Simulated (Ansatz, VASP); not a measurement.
# One calculation of Sr, two programs

INCAR

```
ALGO = Normal
EDIFF = 1E-7
ENCUT = 520
ISIF = 2
ISMEAR = -1
LASPH = True
LCHARG = True
LELF = True
LREAL = False
LVHAR = True
LWAVE = False
NBANDS = 17
NELM = 100
PREC = Accurate
SIGMA = 0.1
```

KPOINTS

```
k-points
0
Gamma
  10 10 6
```

The input POSCAR:

```
Sr
1.0
    4.2613257950      0.0000000000      0.0000000000
   -2.1306628975      3.6904163923      0.0000000000
    0.0000000000      0.0000000000      6.9796480292
Sr
2
Direct
    0.3333333333      0.6666666667      0.2500000000
    0.6666666667      0.3333333333      0.7500000000
```

Input for Ansatz:

```yaml
crystal:
  lattice:
    - [4.261325795, 0.0, 0.0]
    - [-2.1306628975, 3.6904163923, 0.0]
    - [0.0, 0.0, 6.9796480292]
  atoms:
    - { symbol: Sr, position: [0.3333333333, 0.6666666667, 0.25] }
    - { symbol: Sr, position: [0.6666666667, 0.3333333333, 0.75] }
hamiltonian:
  xc: lda
  pseudopotentials:
    kind: paw
    azcp:
      Sr: "pseudopotentials/Sr.paw.azcp"
basis:
  ecutwfc: 420
  fft_grid_basis: typed
kpoints:
  mp_grid: { grid: [10, 10, 6], shift: [0, 0, 0] }
magnetization:
  spin_polarized: false
scf:
  occupations: { method: fermi_dirac, width: 0.1 }
  lower_state_search: "off"
output:
  stress: true
```

Alike in both runs: task single point; functional LDA; k mesh 10 × 10 × 6; occupations fermi-dirac, width 0.1 eV; no spin polarisation.

|  | VASP | Ansatz |
| --- | --- | --- |
| version | VASP 6.6.1 | Ansatz 0.2.0 |
| potentials or method | VASP PAW LDA potentials, release 64 (Sr_sv), cutoff 520 eV | plane waves (420 eV) with PAW, scalar-relativistic |
| valence electrons in the cell | 20 | 20 |

```csv
,VASP,Ansatz,Ansatz less VASP
pressure (GPa),-1.3,-1.3,0.00
```

Ansatz warns that its potentials were made for another functional, while VASP's fit it. LDA's correlation is that of Perdew and Zunger in VASP and of Perdew and Wang (1992) in Ansatz.
